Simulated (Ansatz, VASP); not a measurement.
# Two plane-wave programs on Ge

The input INCAR:

```
ALGO     = Normal         # electronic algorithm
EDIFF    = 1E-6           # SCF threshold, eV
ENCUT    = 520            # plane-wave cutoff, eV
GGA      = CA             # functional
ISIF     = 2              # what is computed and relaxed
ISMEAR   = 0              # smearing method
LASPH    = True           # aspherical terms in the spheres
LCHARG   = True           # write CHGCAR
LELF     = True           # ELF
LREAL    = False          # projectors in reciprocal space
LVHAR    = True         
LWAVE    = False          # write WAVECAR
NBANDS   = 21             # bands
NELM     = 100            # most SCF steps
PREC     = Accurate       # precision mode
SIGMA    = 0.15           # smearing width, eV
```

KPOINTS

```
k-points
0
Gamma
  16 16 16
```

The input POSCAR:

```
Ge
1.0
    0.0000000000      2.9669448845      2.7921918308
    2.9669448845      0.0000000000      2.7921918308
    2.9669448845      2.9669448845      0.0000000000
Ge
2
Direct
    0.5000000000      0.5000000000      0.5000000000
    0.7500000000      0.7500000000      0.7500000000
```

Input for Ansatz:

```yaml
crystal:
  lattice:
    - [0.0, 2.9669448845, 2.7921918308]
    - [2.9669448845, 0.0, 2.7921918308]
    - [2.9669448845, 2.9669448845, 0.0]
  atoms:
    - { symbol: Ge, position: [0.5, 0.5, 0.5] }
    - { symbol: Ge, position: [0.75, 0.75, 0.75] }
basis:
  ecutwfc: 420
kpoints:
  mp_grid: { grid: [16, 16, 16] }
hamiltonian:
  xc: lda
scf:
  occupations: { method: gaussian, width: 0.15 }
output:
  forces: true
  stress: true
  eigenvalues: true
  write_density: true
  write_potential: true
  elf: true
  volumetric_format: npy
```

Alike in both runs: task single point; functional LDA; k mesh 16 × 16 × 16; occupations gaussian, width 0.15 eV; no spin polarisation.

|  | VASP | Ansatz |
| --- | --- | --- |
| version | VASP 6.6.1 | Ansatz 0.2.0 |
| potentials or method | VASP PAW LDA potentials, release 64 (Ge_d), cutoff 520 eV | scalar-relativistic, plane waves, PAW |
| valence electrons in the cell | 28 | 28 |

VASP gave:

- gap on the k mesh at the Fermi level (eV): none
- pressure (GPa): -5.6
- traceless stress, the component that is largest in VASP (GPa): 2.43

**Question.** Which values does Ansatz return?

**Answer.** gap on the k mesh at the Fermi level (eV): none; pressure (GPa): -5.7; traceless stress, the component that is largest in VASP (GPa): 2.42.

LDA's correlation is that of Perdew and Zunger in VASP and of Perdew and Wang (1992) in Ansatz. A gap of «none» marks a metal or a gap that the smearing closes.
